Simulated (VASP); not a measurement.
# KF (Immm) in VASP: a series of runs

The runs below take KF through single point, with r2SCAN.

Program: VASP 6.6.1. These are calculated values, not measurements. Logs are shortened: lines on timing, memory, paths and dates and some standing lists are left out, and cuts for length are marked.

### 1 The cell of the first run

It takes space group Immm (No. 71, orthorhombic). The conventional cell has a = 3.533 Å, b = 4.029 Å, c = 5.347 Å, α = 90.00°, β = 90.00°, γ = 90.00°. K (site symmetry mmm) has 6 F at 2.67 to 2.68 Å within 3.5 Å. Within 3.5 Å of F (site symmetry mmm) lie 6 K at 2.67 to 2.68 Å.

### 2 Single point, r2SCAN (strain +0.1312 x Voigt [0, 0, 0, 0, 1, 0])

Contents of POSCAR:

```
KF
1.0
    0.1753816000      2.6735000000      2.6735000000
    2.8488816000      0.0000000000      2.8488816000
    2.6735000000      2.6735000000      0.1753816000
K F
1 1
Direct
    0.0000000000      0.0000000000      0.0000000000
    0.5000000000      0.5000000000      0.5000000000
```

Contents of INCAR.step1:

```
ALGO = Normal ; EDIFF = 1E-4
ENCUT = 520 ; GGA = PE
ISMEAR = 0 ; LASPH = True
LCHARG = False ; LREAL = False
LWAVE = True ; NBANDS = 15
NELM = 80 ; PREC = Accurate
SIGMA = 0.05
```

Contents of INCAR.step2:

```
ALGO = Normal ; EDIFF = 1E-7
ENCUT = 520 ; ISIF = 2
ISMEAR = 0 ; ISTART = 1
LASPH = True ; LCHARG = False
LMIXTAU = True ; LREAL = False
LWAVE = False ; METAGGA = R2SCAN
NBANDS = 15 ; NELM = 80
PREC = Accurate ; SIGMA = 0.05
```

Contents of KPOINTS:

```
k-points
0
Gamma
  8 8 8
```

Potentials or basis: VASP PAW PBE potentials, release 64 (K_sv, F).

Launch:

```sh
$ cat potpaw_PBE.64/K_sv/POTCAR potpaw_PBE.64/F/POTCAR > POTCAR
$ cp INCAR.step1 INCAR
$ mpirun -np 1 vasp_std > vasp.out
$ cp INCAR.step2 INCAR
$ mpirun -np 1 vasp_std > vasp.out
```

OUTCAR:

```text
EDIFF = 1E-7
   ENCUT = 520
   ISIF = 2
   ISMEAR = 0
   ISTART = 1
   LASPH = True
   LREAL = False
   METAGGA = R2SCAN
   NELM = 80
   PREC = Accurate

 ion  position               nearest neighbor table
   1  0.000  0.000  0.000-   2 2.67   2 2.67   2 2.68   2 2.68   2 2.68   2 2.68
   2  0.500  0.500  0.500-   1 2.67   1 2.67   1 2.68   1 2.68   1 2.68   1 2.68

  LATTYP: Found a body centered orthorhombic cell.
 ALAT       =     3.5328729217
 B/A-ratio  =     1.1404109589
 C/A-ratio  =     1.5134991036

  Lattice vectors:

 A1 = (   0.1753816000,  -2.6735000000,   2.6735000000)
 A2 = (  -0.1753816000,  -2.6735000000,  -2.6735000000)
 A3 = (   2.6735000000,   2.6735000000,   0.1753816000)

Analysis of symmetry for initial positions (statically):
=====================================================================
 Subroutine PRICEL returns:
 Original cell was already a primitive cell.

 Routine SETGRP: Setting up the symmetry group for a
 body centered orthorhombic supercell.

 Subroutine GETGRP returns: Found  8 space group operations
 (whereof  8 operations were pure point group operations)
 out of a pool of  8 trial point group operations.

The static configuration has the point symmetry D_2h.

Analysis of symmetry for dynamics (positions and initial velocities):
=====================================================================
 Subroutine PRICEL returns:
 Original cell was already a primitive cell.

 Routine SETGRP: Setting up the symmetry group for a
 body centered orthorhombic supercell.

 Subroutine GETGRP returns: Found  8 space group operations
 (whereof  8 operations were pure point group operations)
 out of a pool of  8 trial point group operations.

The dynamic configuration has the point symmetry D_2h.

 Subroutine INISYM returns: Found  8 space group operations
 (whereof  8 operations are pure point group operations),
 and found     1 'primitive' translations

----------------------------------------------------------------------------------------

                                     Primitive cell

  volume of cell :      38.0538

  direct lattice vectors                    reciprocal lattice vectors
     0.175381600  2.673500000  2.673500000    -0.200150641  0.187020759  0.200150641
     2.848881600  0.000000000  2.848881600     0.175507469 -0.187020759  0.175507469
     2.673500000  2.673500000  0.175381600     0.200150641  0.187020759 -0.200150641

  length of vectors
     3.784965417  4.028926996  3.784965417     0.339259964  0.310777264  0.339259964

  position of ions in fractional coordinates (direct lattice)
     0.000000000  0.000000000  0.000000000
     0.500000000  0.500000000  0.500000000

  ion indices of the primitive-cell ions
   primitive index   ion index
                 1           1
                 2           2

----------------------------------------------------------------------------------------

 KPOINTS: k-points

Automatic generation of k-mesh.
 Grid dimensions read from file:
 generate k-points for:    8    8    8

 Generating k-lattice:

  Cartesian coordinates                     Fractional coordinates (reciprocal lattice)
    -0.025018830  0.023377595  0.025018830     0.125000000  0.000000000 -0.000000000
     0.021938434 -0.023377595  0.021938434    -0.000000000  0.125000000 -0.000000000
     0.025018830  0.023377595 -0.025018830    -0.000000000  0.000000000  0.125000000

  Length of vectors
     0.042407495  0.038847158  0.042407495

  Shift w.r.t. Gamma in fractional coordinates (k-lattice)
     0.000000000  0.000000000  0.000000000

 Subroutine IBZKPT returns following result:
 ===========================================

 Found     95 irreducible k-points:

 Following reciprocal coordinates:
            Coordinates               Weight
  0.000000  0.000000  0.000000      1.000000
  0.125000  0.000000 -0.000000      4.000000
  0.250000  0.000000 -0.000000      4.000000
  0.375000  0.000000  0.000000      4.000000
  0.500000  0.000000 -0.000000      2.000000
  0.000000  0.125000  0.000000      4.000000
[... 16 lines left out ...]
  0.125000  0.375000 -0.000000      8.000000
  0.250000  0.375000 -0.000000      8.000000
 [... further k-points ...]
   k-points           NKPTS =     95   k-points in BZ     NKDIM =     95   number of bands    NBANDS=     15
   number of dos      NEDOS =    301   number of ions     NIONS =      2
   total plane-waves  NPLWV =  23520
   dimension x,y,z NGX =    28 NGY =   30 NGZ =   28
   dimension x,y,z NGXF=    56 NGYF=   60 NGZF=   56
   ions per type =               1   1
   NGX,Y,Z   is equivalent  to a cutoff of  12.30, 12.38, 12.30 a.u.
   NGXF,Y,Z  is equivalent  to a cutoff of  24.60, 24.76, 24.60 a.u.
 SYSTEM =  unknown system
   PREC   = accura    normal or accurate (medium, high low for compatibility)
   ISTART =      1    job   : 0-new  1-cont  2-samecut
   ICHARG =      0    charge: 1-file 2-atom 10-const
   ISPIN  =      1    spin polarized calculation?
   LNONCOLLINEAR =      F non collinear calculations
   LSORBIT =      F    spin-orbit coupling
   LASPH  =      T    aspherical Exc in radial PAW
   ENCUT  =  520.0 eV  38.22 Ry    6.18 a.u.   7.04  7.49  7.04*2*pi/ulx,y,z
   NELM   =     80;   NELMIN=  2; NELMDL=  0     # of ELM steps
   EDIFF  = 0.1E-06   stopping-criterion for ELM
   LREAL  =      F    real-space projection
   EDIFFG = 0.1E-05   stopping-criterion for IOM
   NSW    =      0    number of steps for IOM
   IBRION =     -1    ionic relax: 0-MD 1-quasi-New 2-CG
   NFREE  =      0    steps in history (QN), initial steepest desc. (CG)
   ISIF   =      2    stress and relaxation
   ISYM   =      2    0-nonsym 1-usesym 2-fastsym
   POTIM  = 0.5000    time-step for ionic-motion
   TEBEG  =    0.0;   TEEND  =   0.0 temperature during run
   PSTRESS=    0.0 pullay stress
   NELECT =      16.0000    total number of electrons
   NUPDOWN=      -1.0000    fix difference up-down
   EMIN   =  10.00;   EMAX   =-10.00  energy-range for DOS
   EFERMI =   0.00;   METHOD = LEGACY
   ISMEAR =     0;   SIGMA  =   0.05  broadening in eV -4-tet -1-fermi 0-gaus
   EFERMI_NEDOS =   21; number of points for ismear=-14 and -15
   IALGO  =     38    algorithm
   IMIX   =      4    mixing-type and parameters
     AMIX     =   0.40;   BMIX     =  1.00
     AMIX_MAG =   1.60;   BMIX_MAG =  1.00
  volume/ion in A,a.u.               =      19.03       128.40
  Fermi-wavevector in a.u.,A,eV,Ry     =   1.226447  2.317650 20.465522  1.504173
  Thomas-Fermi vector in A             =   2.361448
   LORBIT       =      0    0 simple, 1 ext, 2 COOP (PROOUT), +10 PAW based schemes
   METAGGA = R2SCAN    functional components
   LHFCALC =     F    Hartree Fock is set to
   AEXX    =    0.0000 exact exchange contribution
   IVDW    =     0    specifies the selected vdW correction
   LEPSILON=     F    determine dielectric tensor
   LRPA    =     F    only Hartree local field effects (RPA)
 non-spin polarized calculation
 Gauss-broadening in eV      SIGMA  =   0.05
  energy-cutoff  :      520.00
  volume of cell :       38.05
 maximum number of plane-waves:      1043
   NGX = 15   NGY = 15   NGZ = 15

 number of electron      15.9999995 magnetization

 Free energy of the ion-electron system (eV)
  ---------------------------------------------------
  ext. energy  EPLUGINS =         0.00000000
  ---------------------------------------------------
  free energy    TOTEN  =       -14.94667914 eV

  energy without entropy =      -14.94667914  energy(sigma->0) =      -14.94667914

 E-fermi :  -3.0079     XC(G=0):  -8.9163

 val. band max:       -3.2231511995   @ k =   0.0000   0.0000   0.0000
 cond. band min:       3.4960791608   @ k =   0.0000   0.0000   0.0000
 fundamental gap:      6.7192303603
 Fermi energy:        -3.0078735983

 k-point     1 :       0.0000    0.0000    0.0000
  band No.  band energies     occupation
      1     -30.5142      2.00000
      2     -23.1031      2.00000
      3     -13.0077      2.00000
      4     -12.9992      2.00000
      5     -12.9563      2.00000
      6      -3.3545      2.00000
      7      -3.3202      2.00000
      8      -3.2232      2.00000
      9       3.4961      0.00000
     10       7.4412      0.00000
     11       8.0143      0.00000
     12       8.8308      0.00000
     13      10.0543      0.00000
     14      10.0776      0.00000
     15      13.9242      0.00000

 k-point     2 :       0.1250    0.0000   -0.0000
  band No.  band energies     occupation
      1     -30.4974      2.00000
      2     -23.1123      2.00000
      3     -13.0295      2.00000
      4     -13.0099      2.00000
      5     -12.9988      2.00000
      6      -3.4171      2.00000
      7      -3.4147      2.00000
      8      -3.3295      2.00000
      9       3.9779      0.00000
     10       7.6912      0.00000
     11       8.0012      0.00000
     12       8.6661      0.00000
     13      10.1475      0.00000
     14      10.1620      0.00000
     15      14.9370      0.00000

 k-point     3 :       0.2500    0.0000   -0.0000
  band No.  band energies     occupation
      1     -30.4564      2.00000
      2     -23.1341      2.00000
      3     -13.1798      2.00000
      4     -13.0219      2.00000
      5     -13.0150      2.00000
      6      -3.7098      2.00000
      7      -3.5657      2.00000
      8      -3.4744      2.00000
      9       5.1705      0.00000
     10       7.5188      0.00000
     11       8.3347      0.00000
     12       9.2884      0.00000
     13      10.4158      0.00000
     14      10.5273      0.00000
     15      16.4278      0.00000

 k-point     4 :       0.3750    0.0000    0.0000
  band No.  band energies     occupation
      1     -30.4149      2.00000
      2     -23.1564      2.00000
      3     -13.3306      2.00000
      4     -13.0415      2.00000
      5     -13.0197      2.00000
      6      -3.9823      2.00000
      7      -3.7111      2.00000
      8      -3.5985      2.00000
      9       6.2493      0.00000
     10       7.6230      0.00000
     11       8.9703      0.00000
     12       9.9458      0.00000
     13      11.0837      0.00000
     14      11.3664      0.00000
     15      15.3375      0.00000
[... 307 lines left out ...]
 k-point    22 :       0.0000    0.3750   -0.0000
  band No.  band energies     occupation
      1     -30.4455      2.00000
      2     -23.1834      2.00000
      3     -13.1898      2.00000
      4     -12.9916      2.00000
      5     -12.9852      2.00000
      6      -3.9883      2.00000
      7      -3.6039      2.00000
      8      -3.4321      2.00000
      9       5.8428      0.00000
     10       7.4330      0.00000
     11       8.8206      0.00000
     12       9.8410      0.00000
     13      11.2659      0.00000
     14      11.5224      0.00000
     15      14.3972      0.00000

 k-point    23 :       0.1250    0.3750   -0.0000
  band No.  band energies     occupation
      1     -30.4453      2.00000
      2     -23.1670      2.00000
      3     -13.1710      2.00000
      4     -13.0595      2.00000
      5     -13.0205      2.00000
      6      -3.8668      2.00000
      7      -3.5390      2.00000
      8      -3.4162      2.00000
      9       5.7890      0.00000
     10       7.0372      0.00000
     11       8.9473      0.00000
     12       9.7376      0.00000
     13      11.1426      0.00000
     14      11.2215      0.00000
     15      14.7385      0.00000

 k-point    24 :       0.2500    0.3750   -0.0000
  band No.  band energies     occupation
      1     -30.4292      2.00000
      2     -23.1424      2.00000
      3     -13.2708      2.00000
      4     -13.1449      2.00000
      5     -13.0843      2.00000
      6      -3.7468      2.00000
      7      -3.4337      2.00000
      8      -3.3837      2.00000
      9       6.1558      0.00000
     10       6.2707      0.00000
     11       9.3693      0.00000
     12      10.0653      0.00000
     13      10.9637      0.00000
     14      11.0015      0.00000
     15      15.0768      0.00000

 [... further k-points ...]
[... 5 lines left out ...]
  --------------------------------------------------------------------------------------
  -------------------------------------------------------------------------------------
  Total       -0.1448464     -0.2091081     -0.1448464     -0.0000000      0.0000000     -0.4083886
  in kB       -6.0984676     -8.8040783     -6.0984676     -0.0000000      0.0000000    -17.1943814
  external PRESSURE =      -7.0003378 kB  Pullay stress =       0.0000000 kB

 VOLUME and BASIS-vectors are now :
 -----------------------------------------------------------------------------
  energy-cutoff  :      520.00
  volume of cell :       38.05
      direct lattice vectors                 reciprocal lattice vectors
     0.175381600  2.673500000  2.673500000    -0.200150641  0.187020759  0.200150641
     2.848881600  0.000000000  2.848881600     0.175507469 -0.187020759  0.175507469
     2.673500000  2.673500000  0.175381600     0.200150641  0.187020759 -0.200150641

 POSITION                                       TOTAL-FORCE (eV/Angst)
 -----------------------------------------------------------------------------------
      0.00000      0.00000      0.00000        -0.000000      0.000000      0.000000
      2.84888      2.67350      2.84888         0.000000     -0.000000     -0.000000
 -----------------------------------------------------------------------------------
    total drift:                                0.000000      0.000000      0.000000

  FREE ENERGIE OF THE ION-ELECTRON SYSTEM (eV)
  ---------------------------------------------------
  free  energy   TOTEN  =       -14.9466791426 eV

  energy  without entropy=      -14.9466791426  energy(sigma->0) =      -14.94667914
```

Wall time 4.1 min (1 thread of AMD EPYC 7R43 (Zen 3), shared host); peak memory 0.17 GiB.

What came out:

```yaml
Free_energy: -14.9467 eV
Pressure: -0.7 GPa
Band_gap_on_the_k_mesh: 6.72 eV, direct
```

Stress tensor (GPa, compression positive):
```
-0.61  0.00 -1.72
 0.00 -0.88  0.00
-1.72  0.00 -0.61
```

Levels at points of the mesh, in eV from the valence-band top:
| k point | band 4 | band 5 | band 6 | band 7 | band 8 | band 9 | band 10 | band 11 | band 12 | band 13 |
| --- | --- | --- | --- | --- | --- | --- | --- | --- | --- | --- |
| (0.00, 0.00, 0.00) | -9.78 | -9.73 | -0.13 | -0.10 | 0.00 | 6.72 | 10.66 | 11.24 | 12.05 | 13.28 |
| (0.50, 0.00, 0.00) | -9.83 | -9.80 | -0.86 | -0.55 | -0.42 | 9.68 | 11.38 | 12.41 | 13.36 | 14.96 |
| (0.00, 0.50, 0.00) | -9.77 | -9.76 | -0.86 | -0.43 | -0.24 | 9.38 | 10.99 | 12.23 | 13.21 | 14.90 |
| (0.50, 0.50, 0.00) | -9.97 | -9.94 | -0.33 | -0.15 | -0.14 | 8.64 | 10.98 | 12.43 | 14.23 | 14.90 |
| (0.50, 0.00, 0.50) | -10.03 | -9.89 | -0.30 | -0.20 | -0.04 | 8.66 | 11.11 | 12.32 | 14.57 | 14.97 |

Caveat: the cell differs from its parent crystal (strain +0.1312 x Voigt [0, 0, 0, 0, 1, 0]); the PAW data sets were made with another functional, which shifts forces and pressure a little. A k mesh can miss the band edges.

### 3 Single point, r2SCAN (strain +0.0937 x Voigt [0, 0, 0, 0, 1, 0])

Contents of POSCAR:

```
KF
1.0
    0.1252534750      2.6735000000      2.6735000000
    2.7987534750      0.0000000000      2.7987534750
    2.6735000000      2.6735000000      0.1252534750
K F
1 1
Direct
    0.0000000000      0.0000000000      0.0000000000
    0.5000000000      0.5000000000      0.5000000000
```

Contents of INCAR.step1:

```
SYSTEM = KF
ALGO = Normal
EDIFF = 1E-4
ENCUT = 520
GGA = PE
ISMEAR = 0
LASPH = .True.
LCHARG = .False.
LREAL = .False.
LWAVE = .True.
NBANDS = 15
NELM = 100
PREC = Accurate
SIGMA = 0.05
```

Contents of INCAR.step2:

```
SYSTEM = KF
ALGO = Normal
EDIFF = 1E-6
ENCUT = 520
ISIF = 2
ISMEAR = 0
ISTART = 1
LASPH = .True.
LCHARG = .False.
LMIXTAU = .True.
LREAL = .False.
LWAVE = .False.
METAGGA = R2SCAN
NBANDS = 15
NELM = 100
PREC = Accurate
SIGMA = 0.05
```

Contents of KPOINTS:

```
k-points
0
Gamma
  8 8 8
  0 0 0
```

Potentials or basis: VASP PAW PBE potentials, release 64 (K_sv, F).

Launch:

```sh
$ cat potpaw_PBE.64/K_sv/POTCAR potpaw_PBE.64/F/POTCAR > POTCAR
$ cp INCAR.step1 INCAR
$ mpirun -np 1 vasp_std > vasp.out
$ cp INCAR.step2 INCAR
$ mpirun -np 1 vasp_std > vasp.out
```

Run time: 3.7 min. Hardware: 1 thread of AMD EPYC 7R43 (Zen 3), shared host; peak memory 0.17 GiB.

The run converged. Its results:

```
Free energy            : -14.9595 eV
Pressure               : -0.6 GPa
Band gap on the k mesh : 6.76 eV, direct
```

Stress tensor (GPa, compression positive):
```
-0.59  0.00 -1.20
 0.00 -0.73  0.00
-1.20  0.00 -0.59
```

Levels at points of the mesh, in eV from the valence-band top:
```
           k point  band 6  band 7  band 8  band 9  band 10  band 11
(0.00, 0.00, 0.00)   -0.09   -0.06    0.00    6.76    10.90    11.33
(0.50, 0.00, 0.00)   -0.83   -0.49   -0.39    9.70    11.34    12.57
(0.00, 0.50, 0.00)   -0.82   -0.39   -0.27    9.48    11.05    12.43
(0.50, 0.50, 0.00)   -0.28   -0.12   -0.11    8.69    11.08    12.41
(0.50, 0.00, 0.50)   -0.27   -0.16   -0.05    8.70    11.15    12.35
```

Caveat: the cell differs from its parent crystal (strain +0.0937 x Voigt [0, 0, 0, 0, 1, 0]); the PAW data sets were made with another functional, which shifts forces and pressure a little.
